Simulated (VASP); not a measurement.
# Au (P6_3/mmc) in VASP: a series of runs, part 3 of 3

VASP 6.6.1. The steps go on from the part before.

### Step 5. Electric field gradients, PBEsol

This run uses another cell than the first one, of 17.77 Å³/atom, 1.063 times its volume.

Contents of INCAR:

```
SYSTEM = Au
PREC = Accurate
ENCUT = 520
EDIFF = 1E-8
ISMEAR = -1
SIGMA = 0.03
LREAL = .False.
LASPH = .True.
NELM = 60
ALGO = Normal
ISIF = 2
LWAVE = .False.
LCHARG = .False.
GGA = PS
LEFG = .True.
NBANDS = 18
```

Contents of KPOINTS:

```
Automatic mesh
0
Gamma
  14 14 8
  0 0 0
```

Contents of POSCAR:

```
Au
1.0
    2.8999984104      0.0000000000      0.0000000000
   -1.4499992052      2.5114722944      0.0000000000
    0.0000000000      0.0000000000      4.8800000000
Au
2
Direct
    0.3333333333      0.6666666667      0.7500000000
    0.6666666667      0.3333333333      0.2500000000
```

Potentials or basis: VASP PAW PBE potentials, release 64 (Au).

Started as:

```
cat potpaw_PBE.64/Au/POTCAR > POTCAR
mpirun -np 1 vasp_std > vasp.out
```

OUTCAR:

```text
SYSTEM = Au
   PREC = Accurate
   ENCUT = 520
   EDIFF = 1E-8
   ISMEAR = -1
   LREAL = .False.
   LASPH = .True.
   NELM = 60
   ISIF = 2
   GGA = PS

 ion  position               nearest neighbor table
   1  0.333  0.667  0.750-   2 2.96   2 2.96   2 2.96   2 2.96   2 2.96   2 2.96
   2  0.667  0.333  0.250-   1 2.96   1 2.96   1 2.96   1 2.96   1 2.96   1 2.96

  LATTYP: Found a hexagonal cell.
 ALAT       =     2.8999984104
 C/A-ratio  =     1.6827595431

  Lattice vectors:

 A1 = (   2.8999984104,   0.0000000000,   0.0000000000)
 A2 = (  -1.4499992052,   2.5114722944,   0.0000000000)
 A3 = (   0.0000000000,   0.0000000000,   4.8800000000)

Analysis of symmetry for initial positions (statically):
=====================================================================
 Subroutine PRICEL returns:
 Original cell was already a primitive cell.

 Routine SETGRP: Setting up the symmetry group for a
 hexagonal supercell.

 Subroutine GETGRP returns: Found 24 space group operations
 (whereof 12 operations were pure point group operations)
 out of a pool of 24 trial point group operations.

The static configuration has the point symmetry D_3d.
 The point group associated with its full space group is D_6h.

Analysis of symmetry for dynamics (positions and initial velocities):
=====================================================================
 Subroutine PRICEL returns:
 Original cell was already a primitive cell.

 Routine SETGRP: Setting up the symmetry group for a
 hexagonal supercell.

 Subroutine GETGRP returns: Found 24 space group operations
 (whereof 12 operations were pure point group operations)
 out of a pool of 24 trial point group operations.

The dynamic configuration has the point symmetry D_3d.
 The point group associated with its full space group is D_6h.

 Subroutine INISYM returns: Found 24 space group operations
 (whereof 12 operations are pure point group operations),
 and found     1 'primitive' translations

----------------------------------------------------------------------------------------

                                     Primitive cell

  volume of cell :      35.5423

  direct lattice vectors                    reciprocal lattice vectors
     2.899998410  0.000000000  0.000000000     0.344827775  0.199086409  0.000000000
    -1.449999205  2.511472294  0.000000000     0.000000000  0.398172818  0.000000000
     0.000000000  0.000000000  4.880000000     0.000000000  0.000000000  0.204918033

  length of vectors
     2.899998410  2.899998410  4.880000000     0.398172818  0.398172818  0.204918033

  position of ions in fractional coordinates (direct lattice)
     0.333333333  0.666666667  0.750000000
     0.666666667  0.333333333  0.250000000

  ion indices of the primitive-cell ions
   primitive index   ion index
                 1           1
                 2           2

----------------------------------------------------------------------------------------

[... 70 lines left out ...]
   LREAL  =      F    real-space projection
   EDIFFG = 0.1E-06   stopping-criterion for IOM
   NSW    =      0    number of steps for IOM
   IBRION =     -1    ionic relax: 0-MD 1-quasi-New 2-CG
   NFREE  =      0    steps in history (QN), initial steepest desc. (CG)
   ISIF   =      2    stress and relaxation
   ISYM   =      2    0-nonsym 1-usesym 2-fastsym
   POTIM  = 0.5000    time-step for ionic-motion
   TEBEG  =    0.0;   TEEND  =   0.0 temperature during run
   PSTRESS=    0.0 pullay stress
   NELECT =      22.0000    total number of electrons
   NUPDOWN=      -1.0000    fix difference up-down
   EMIN   =  10.00;   EMAX   =-10.00  energy-range for DOS
   EFERMI =   0.00;   METHOD = LEGACY
   ISMEAR =    -1;   SIGMA  =   0.03  broadening in eV -4-tet -1-fermi 0-gaus
   EFERMI_NEDOS =   21; number of points for ismear=-14 and -15
   IALGO  =     38    algorithm
   IMIX   =      4    mixing-type and parameters
     AMIX     =   0.40;   BMIX     =  1.00
     AMIX_MAG =   1.60;   BMIX_MAG =  1.00
  volume/ion in A,a.u.               =      17.77       119.93
  Fermi-wavevector in a.u.,A,eV,Ry     =   1.395191  2.636529 26.484537  1.946559
  Thomas-Fermi vector in A             =   2.518667
   LORBIT       =      0    0 simple, 1 ext, 2 COOP (PROOUT), +10 PAW based schemes
   GGA     = PS    functional components
   LHFCALC =     F    Hartree Fock is set to
   AEXX    =    0.0000 exact exchange contribution
   IVDW    =     0    specifies the selected vdW correction
   LEPSILON=     F    determine dielectric tensor
   LRPA    =     F    only Hartree local field effects (RPA)
 non-spin polarized calculation
  energy-cutoff  :      520.00
  volume of cell :       35.54
 maximum number of plane-waves:       984
 NGX is ok and might be reduce to    24
   NGX = 11   NGY = 11   NGZ = 19

 number of electron      22.0000001 magnetization

 Free energy of the ion-electron system (eV)
  ---------------------------------------------------
  ext. energy  EPLUGINS =         0.00000000
  ---------------------------------------------------
  free energy    TOTEN  =        -7.79144866 eV

  energy without entropy =       -7.78744922  energy(sigma->0) =       -7.78944894

 E-fermi :   8.5681     XC(G=0): -12.6368

 val. band max:        8.5614825008   @ k =   0.3571   0.1429   0.2500
 cond. band min:       8.5838850216   @ k =   0.5000  -0.0000   0.3750
 fundamental gap:      0.0224025208
 Fermi energy:         8.5681039440

 k-point     1 :       0.0000    0.0000    0.0000
  band No.  band energies     occupation
      1      -0.8911      2.00000
      2       1.5403      2.00000
      3       3.9557      2.00000
      4       4.2328      2.00000
      5       4.2328      2.00000
      6       4.5213      2.00000
[... 481 lines left out ...]
      5       4.0513      2.00000
      6       4.1744      2.00000
[... 10 lines left out ...]
     17      19.3725      0.00000
     18      19.5993      0.00000

 [... further k-points ...]
[... 5 lines left out ...]
  --------------------------------------------------------------------------------------
  -------------------------------------------------------------------------------------
  Total       -1.4391197     -1.4391197     -1.5086993      0.0000000     -0.0000000      0.0000000
  in kB      -64.8726342    -64.8726342    -68.0091434      0.0000000     -0.0000000      0.0000000
  external PRESSURE =     -65.9181373 kB  Pullay stress =       0.0000000 kB

 VOLUME and BASIS-vectors are now :
 -----------------------------------------------------------------------------
  energy-cutoff  :      520.00
  volume of cell :       35.54
      direct lattice vectors                 reciprocal lattice vectors
     2.899998410  0.000000000  0.000000000     0.344827775  0.199086409  0.000000000
    -1.449999205  2.511472294  0.000000000     0.000000000  0.398172818  0.000000000
     0.000000000  0.000000000  4.880000000     0.000000000  0.000000000  0.204918033

 POSITION                                       TOTAL-FORCE (eV/Angst)
 -----------------------------------------------------------------------------------
     -0.00000      1.67431      3.66000         0.000000     -0.000000      0.000000
      1.45000      0.83716      1.22000        -0.000000      0.000000      0.000000
 -----------------------------------------------------------------------------------
    total drift:                               -0.000000      0.000000     -0.000000

  FREE ENERGIE OF THE ION-ELECTRON SYSTEM (eV)
  ---------------------------------------------------
  free  energy   TOTEN  =        -7.7914486602 eV

  energy  without entropy=       -7.7874492183  energy(sigma->0) =       -7.78944894

 Electric field gradients (V/A^2)
---------------------------------------------------------------------
 ion       V_xx      V_yy      V_zz      V_xy      V_xz      V_yz
---------------------------------------------------------------------
   1     -11.517   -11.517    23.033    -0.000     0.000    -0.000
   2     -11.517   -11.517    23.033    -0.000    -0.000     0.000
---------------------------------------------------------------------

 Electric field gradients after diagonalization (V/A^2)
 (convention: |V_zz| > |V_xx| > |V_yy|)
----------------------------------------------------------------------
 ion       V_xx      V_yy      V_zz     asymmetry (V_yy - V_xx)/ V_zz
----------------------------------------------------------------------
   1     -11.517   -11.516    23.033       0.000
   2     -11.517   -11.516    23.033       0.000
----------------------------------------------------------------------

           NMR quadrupolar parameters

 Cq : quadrupolar parameter    Cq=e*Q*V_zz/h
 eta: asymmetry parameters     (V_yy - V_xx)/ V_zz
 Q  : nuclear electric quadrupole moment in mb (millibarn)
----------------------------------------------------------------------
 ion       Cq(MHz)       eta       Q (mb)
----------------------------------------------------------------------
   1       0.056       0.000       1.000
   2       0.056       0.000       1.000
----------------------------------------------------------------------
```

OSZICAR:

```text
N       E                     dE             d eps       ncg     rms          rms(c)
DAV:   1     0.121022777373E+03    0.12102E+03   -0.11727E+04  4328   0.119E+03
DAV:   2    -0.639741917385E+01   -0.12742E+03   -0.12131E+03  4580   0.257E+02
DAV:   3    -0.846529523184E+01   -0.20679E+01   -0.20561E+01  5064   0.332E+01
DAV:   4    -0.847410328285E+01   -0.88081E-02   -0.88072E-02  4762   0.230E+00
DAV:   5    -0.847418478901E+01   -0.81506E-04   -0.81507E-04  4842   0.235E-01    0.119E+01
DAV:   6    -0.783388582213E+01    0.64030E+00   -0.12458E+00  4428   0.101E+01    0.756E+00
DAV:   7    -0.779659011442E+01    0.37296E-01   -0.93421E-02  4836   0.272E+00    0.355E+00
DAV:   8    -0.779148924682E+01    0.51009E-02   -0.75153E-03  4532   0.724E-01    0.422E-01
DAV:   9    -0.779144045247E+01    0.48794E-04   -0.74364E-05  4758   0.777E-02    0.224E-02
DAV:  10    -0.779144868468E+01   -0.82322E-05   -0.29200E-06  4878   0.156E-02    0.741E-03
DAV:  11    -0.779144867829E+01    0.63942E-08   -0.17311E-07  4854   0.316E-03    0.104E-03
DAV:  12    -0.779144868912E+01   -0.10830E-07   -0.22217E-09  2718   0.404E-04    0.196E-04
DAV:  13    -0.779144866312E+01    0.26000E-07   -0.42633E-10  2310   0.151E-04    0.563E-05
DAV:  14    -0.779144866020E+01    0.29202E-08   -0.46593E-11  2258   0.535E-05
   1 F= -.77914487E+01 E0= -.77894489E+01  d E =-.399944E-02
```

It took 26 s on 1 thread of Intel Xeon Platinum 8488C (Sapphire Rapids), shared host; peak memory 0.19 GiB.

Results:

| Item | Value |
| --- | --- |
| Free energy | -7.7914 eV |
| Pressure | -6.6 GPa |
| Band gap on the k mesh | zero (band 11 reaches 12.33 eV, above the bottom of band 12 at 6.03 eV) |

Electric field gradients, principal values (V/Å²):
| atom | least | middle | greatest (by size) |
| --- | --- | --- | --- |
| 1 Au | -11.516 | -11.517 | 23.033 |
| 2 Au | -11.516 | -11.517 | 23.033 |

Caveat: without QUAD_EFG the Cq values of the log hold for a quadrupole moment of 1 mb, not for the nuclei; the PAW data sets were made with another functional, which shifts forces and pressure a little; spin-orbit coupling is left out, which moves the levels of the heavy elements.

### Step 6. Overview

```csv
cell,gap on the mesh (eV),pressure (GPa)
"a = 2.841, b = 2.841, c = 4.781 Å, angles 90.0, 90.0, 120.0°, 2 atoms",none,3.1
"a = 2.871, b = 2.871, c = 4.831 Å, angles 90.0, 90.0, 120.0°, 2 atoms",none,-2.3
"a = 2.900, b = 2.900, c = 4.880 Å, angles 90.0, 90.0, 120.0°, 2 atoms",none,-6.6
```

Alike in all rows: task electric field gradients; level PBEsol; potentials or basis VASP PAW PBE potentials, release 64 (Au); no spin polarisation; k mesh 14 × 14 × 8; cutoff (eV) 520; smearing fermi-dirac 0.03 eV.

Caveats: the PAW data sets were made with another functional, which shifts forces and pressure a little; spin-orbit coupling is left out, which moves the levels of the heavy elements.

Total energies depend on the potentials used, so only differences within one code and one set of settings carry meaning.
